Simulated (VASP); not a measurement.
# Rh (P6_3/mmc) in VASP: a series of runs

Runs on Rh. Level: LDA. Tasks: single point.

All numbers are computed with VASP 6.6.1; they aren't measurements. Logs are shortened: lines on timing, memory, paths and dates and some standing lists are left out, and cuts for length are marked.

### 1 The cell of the first run

It takes space group P6_3/mmc (No. 194, hexagonal). Conventional cell: a = 2.499 Å, b = 2.499 Å, c = 4.024 Å, α = 90.00°, β = 90.00°, γ = 120.00°. Within 3.3 Å of Rh (site symmetry -6m2) lie 12 Rh at 2.48 to 2.50 Å.

This isn't the form of Rh at room conditions, which is fcc.

### 2 Single point, LDA, collinear spin, ferromagnetic start (10.89 Å³/atom)

Input file INCAR:

```
SYSTEM = Rh
PREC = Accurate
ENCUT = 520
EDIFF = 1E-7
ISMEAR = 0
SIGMA = 0.15
LREAL = .FALSE.
LASPH = .TRUE.
NELM = 150
ALGO = Normal
ISIF = 2
LWAVE = .FALSE.
LCHARG = .FALSE.
ISPIN = 2
MAGMOM = 1 1
LORBIT = 11
NUPDOWN = 2.0
LMAXMIX = 4
NBANDS = 26
```

Input file KPOINTS:

```
Automatic mesh
0
G
  21 21 12
  0 0 0
```

Input file POSCAR:

```
Rh
1.0
    2.4993152817      0.0000000000      0.0000000000
   -1.2496576408      2.1644705261      0.0000000000
    0.0000000000      0.0000000000      4.0242569993
Rh
2
Direct
    0.6666666667      0.3333333333      0.7500000000
    0.3333333333      0.6666666667      0.2500000000
```

Potentials or basis: VASP PAW LDA potentials, release 64 (Rh_pv).

Started as:

```sh
$ cat potpaw_LDA.64/Rh_pv/POTCAR > POTCAR
$ mpirun -np 1 vasp_std > vasp.out
```

OUTCAR:

```text
SYSTEM = Rh
   PREC = Accurate
   ENCUT = 520
   EDIFF = 1E-7
   ISMEAR = 0
   LREAL = .FALSE.
   LASPH = .TRUE.
   NELM = 150
   ISIF = 2
   ISPIN = 2
   LORBIT = 11
   NUPDOWN = 2.0

 ion  position               nearest neighbor table
   1  0.667  0.333  0.750-   2 2.48   2 2.48   2 2.48   2 2.48   2 2.48   2 2.48
   2  0.333  0.667  0.250-   1 2.48   1 2.48   1 2.48   1 2.48   1 2.48   1 2.48

  LATTYP: Found a hexagonal cell.
 ALAT       =     2.4993152817
 C/A-ratio  =     1.6101437977

  Lattice vectors:

 A1 = (   2.4993152817,   0.0000000000,   0.0000000000)
 A2 = (  -1.2496576408,   2.1644705261,   0.0000000000)
 A3 = (   0.0000000000,   0.0000000000,   4.0242569993)

Analysis of symmetry for initial positions (statically):
=====================================================================
 Subroutine PRICEL returns:
 Original cell was already a primitive cell.

 Routine SETGRP: Setting up the symmetry group for a
 hexagonal supercell.

 Subroutine GETGRP returns: Found 24 space group operations
 (whereof 12 operations were pure point group operations)
 out of a pool of 24 trial point group operations.

The static configuration has the point symmetry D_3d.
 The point group associated with its full space group is D_6h.

Analysis of symmetry for dynamics (positions and initial velocities):
=====================================================================
 Subroutine PRICEL returns:
 Original cell was already a primitive cell.

 Routine SETGRP: Setting up the symmetry group for a
 hexagonal supercell.

 Subroutine GETGRP returns: Found 24 space group operations
 (whereof 12 operations were pure point group operations)
 out of a pool of 24 trial point group operations.

The dynamic configuration has the point symmetry D_3d.
 The point group associated with its full space group is D_6h.

Analysis of structural, dynamic, and magnetic symmetry:
=====================================================================
 Subroutine PRICEL returns:
 Original cell was already a primitive cell.

 Routine SETGRP: Setting up the symmetry group for a
 hexagonal supercell.

 Subroutine GETGRP returns: Found 24 space group operations
 (whereof 12 operations were pure point group operations)
 out of a pool of 24 trial point group operations.

The overall configuration has the point symmetry D_3d.
 The point group associated with its full space group is D_6h.

 Subroutine INISYM returns: Found 24 space group operations
 (whereof 12 operations are pure point group operations),
 and found     1 'primitive' translations

[... 110 lines left out ...]
   EFERMI_NEDOS =   21; number of points for ismear=-14 and -15
   IALGO  =     38    algorithm
   IMIX   =      4    mixing-type and parameters
     AMIX     =   0.40;   BMIX     =  1.00
     AMIX_MAG =   1.60;   BMIX_MAG =  1.00
  volume/ion in A,a.u.               =      10.89        73.46
  Fermi-wavevector in a.u.,A,eV,Ry     =   1.821779  3.442664 45.156103  3.318880
  Thomas-Fermi vector in A             =   2.878073
   LORBIT       =     11    0 simple, 1 ext, 2 COOP (PROOUT), +10 PAW based schemes
   GGA     = CA    functional components
   LHFCALC =     F    Hartree Fock is set to
   AEXX    =    0.0000 exact exchange contribution
   IVDW    =     0    specifies the selected vdW correction
   LEPSILON=     F    determine dielectric tensor
   LRPA    =     F    only Hartree local field effects (RPA)
 spin polarized calculation
 Gauss-broadening in eV      SIGMA  =   0.15
  energy-cutoff  :      520.00
  volume of cell :       21.77
 maximum number of plane-waves:       602
 NGX is ok and might be reduce to    20
   NGX =  9   NGY =  9   NGZ = 15

 number of electron      29.9999998 magnetization       2.0000000

 Free energy of the ion-electron system (eV)
  ---------------------------------------------------
  ext. energy  EPLUGINS =         0.00000000
  ---------------------------------------------------
  free energy    TOTEN  =       -15.39373464 eV

  energy without entropy =      -15.36745752  energy(sigma->0) =      -15.38059608

 E-fermi :  15.8892     XC(G=0): -15.8762

 val. band max:       17.1748393957   @ k =   0.2381   0.0952   0.0000
 cond. band min:      15.8931295894   @ k =   0.1429   0.1429   0.0833
 fundamental gap:     -1.2817098063
 Fermi energy:        17.1790261717

 spin component 1

 k-point     1 :       0.0000    0.0000    0.0000
  band No.  band energies     occupation
      1     -31.8831      1.00000
      2     -30.4748      1.00000
      3     -30.4748      1.00000
      4     -30.2438      1.00000
      5     -30.2438      1.00000
      6     -30.2108      1.00000
[... 685 lines left out ...]
     25      37.1304      0.00000
     26      38.6202      0.00000

 [... further k-points ...]

 spin component 2

 k-point     1 :       0.0000    0.0000    0.0000
  band No.  band energies     occupation
      1     -31.1700      1.00000
      2     -29.7490      1.00000
      3     -29.7490      1.00000
      4     -29.5155      1.00000
      5     -29.5155      1.00000
      6     -29.4720      1.00000
[... 685 lines left out ...]
     25      37.4281      0.00000
     26      38.9308      0.00000

 [... further k-points ...]
[... 5 lines left out ...]
  --------------------------------------------------------------------------------------
  -------------------------------------------------------------------------------------
  Total       15.4912669     15.4912669     16.1739463      0.0000000      0.0000000      0.0000000
  in kB     1140.0898788   1140.0898789   1190.3321123      0.0000000      0.0000000      0.0000000
  external PRESSURE =    1156.8372900 kB  Pullay stress =       0.0000000 kB

 VOLUME and BASIS-vectors are now :
 -----------------------------------------------------------------------------
  energy-cutoff  :      520.00
  volume of cell :       21.77
      direct lattice vectors                 reciprocal lattice vectors
     2.499315282  0.000000000  0.000000000     0.400109585  0.231003377  0.000000000
    -1.249657641  2.164470526  0.000000000     0.000000000  0.462006753  0.000000000
     0.000000000  0.000000000  4.024256999     0.000000000  0.000000000  0.248493076

 POSITION                                       TOTAL-FORCE (eV/Angst)
 -----------------------------------------------------------------------------------
      1.24966      0.72149      3.01819        -0.000000      0.000000      0.000000
     -0.00000      1.44298      1.00606         0.000000     -0.000000      0.000000
 -----------------------------------------------------------------------------------
    total drift:                               -0.000000      0.000000     -0.000000

  FREE ENERGIE OF THE ION-ELECTRON SYSTEM (eV)
  ---------------------------------------------------
  free  energy   TOTEN  =       -15.3937346423 eV

  energy  without entropy=      -15.3674575232  energy(sigma->0) =      -15.38059608

 total charge

# of ion       s       p       d       tot
------------------------------------------
    1        0.527   6.485   7.354  14.366
    2        0.527   6.485   7.354  14.366
--------------------------------------------------
tot          1.055  12.969  14.707  28.732

 magnetization (x)

# of ion       s       p       d       tot
------------------------------------------
    1        0.005   0.016   0.950   0.971
    2        0.005   0.016   0.950   0.971
--------------------------------------------------
tot          0.010   0.031   1.901   1.942
```

OSZICAR:

```text
N       E                     dE             d eps       ncg     rms          rms(c)
DAV:   1     0.337007117970E+03    0.33701E+03   -0.17721E+04 35216   0.141E+03
DAV:   2    -0.697582559641E+01   -0.34398E+03   -0.32870E+03 35944   0.438E+02
DAV:   3    -0.161591273650E+02   -0.91833E+01   -0.91191E+01 39568   0.792E+01
DAV:   4    -0.162092474758E+02   -0.50120E-01   -0.50083E-01 41252   0.582E+00
DAV:   5    -0.162097191335E+02   -0.47166E-03   -0.47110E-03 41696   0.577E-01    0.313E+01
DAV:   6    -0.154870851465E+02    0.72263E+00   -0.94929E-01 40162   0.104E+01    0.147E+01
DAV:   7    -0.153997413950E+02    0.87344E-01   -0.13626E-01 41868   0.316E+00    0.623E+00
DAV:   8    -0.153966837262E+02    0.30577E-02   -0.56400E-03 40440   0.682E-01    0.185E+00
DAV:   9    -0.153937017422E+02    0.29820E-02   -0.75994E-03 41288   0.949E-01    0.175E-01
DAV:  10    -0.153937304376E+02   -0.28695E-04   -0.12433E-04 40416   0.107E-01    0.313E-02
DAV:  11    -0.153937321668E+02   -0.17292E-05   -0.36365E-06 42942   0.196E-02    0.107E-02
DAV:  12    -0.153937346031E+02   -0.24363E-05   -0.51888E-07 37302   0.596E-03    0.690E-03
DAV:  13    -0.153937346423E+02   -0.39218E-07   -0.15933E-07 28718   0.414E-03
   1 F= -.15393735E+02 E0= -.15380596E+02  d E =-.262771E-01  mag=     2.0000
```

Run time: 7.7 min. Hardware: 1 thread of Intel Xeon 8259CL, shared host; peak memory 0.33 GiB.

Results:

```
Free energy                                           : -15.3937 eV
Pressure                                              : 115.7 GPa
Net moment                                            : 2.00 μB per cell
Site moments                                          : Rh +0.97 μB
Valence electrons inside the program's atomic spheres : Rh 14.37
```

Stress tensor (GPa, compression positive):
```
114.01   0.00   0.00
  0.00 114.01   0.00
  0.00   0.00 119.03
```

Caveat: the stress differs along the axes, from 114 to 119 GPa; the total moment is fixed, so each spin has its own Fermi level and the state may be an excited one.

### 3 Single point, LDA, collinear spin, ferromagnetic start (12.48 Å³/atom)

This run uses another cell than the first one, of 12.48 Å³/atom.

Input file INCAR:

```
SYSTEM = Rh
PREC = Accurate
ENCUT = 520
EDIFF = 1E-7
ISMEAR = 0
SIGMA = 0.15
LREAL = .False.
LASPH = .True.
NELM = 150
ALGO = Fast
ISIF = 2
LWAVE = .False.
LCHARG = .True.
ISPIN = 2
MAGMOM = 1 1
LORBIT = 11
NUPDOWN = 2.0
LMAXMIX = 4
LELF = .True.
LVHAR = .True.
NBANDS = 26
```

Input file KPOINTS:

```
regular mesh
0
Gamma
  21 21 12
  0 0 0
```

Input file POSCAR:

```
Rh
1.0
    2.6157318906      0.0000000000      0.0000000000
   -1.3078659453      2.2652902668      0.0000000000
    0.0000000000      0.0000000000      4.2117044800
Rh
2
Direct
    0.6666666667      0.3333333333      0.7500000000
    0.3333333333      0.6666666667      0.2500000000
```

Potentials or basis: VASP PAW LDA potentials, release 64 (Rh_pv).

Started as:

```sh
$ cat potpaw_LDA.64/Rh_pv/POTCAR > POTCAR
$ mpirun -np 1 vasp_std > vasp.out
```

Wall time 3.9 min (1 thread of Intel Xeon Platinum 8488C (Sapphire Rapids), shared host); peak memory 0.36 GiB.

Results (log left out):

```yaml
Free_energy: -16.7659 eV
Pressure: 32.0 GPa
Net_moment: 2.00 μB per cell
Site_moments: Rh +0.98 μB
Valence_electrons_inside_the_program's_atomic_spheres: Rh 14.00
```

Stress tensor (GPa, compression positive):
```
31.39  0.00  0.00
 0.00 31.39  0.00
 0.00  0.00 33.08
```

Caveat: the cell stands under pressure; the total moment is fixed, so each spin has its own Fermi level and the state may be an excited one.
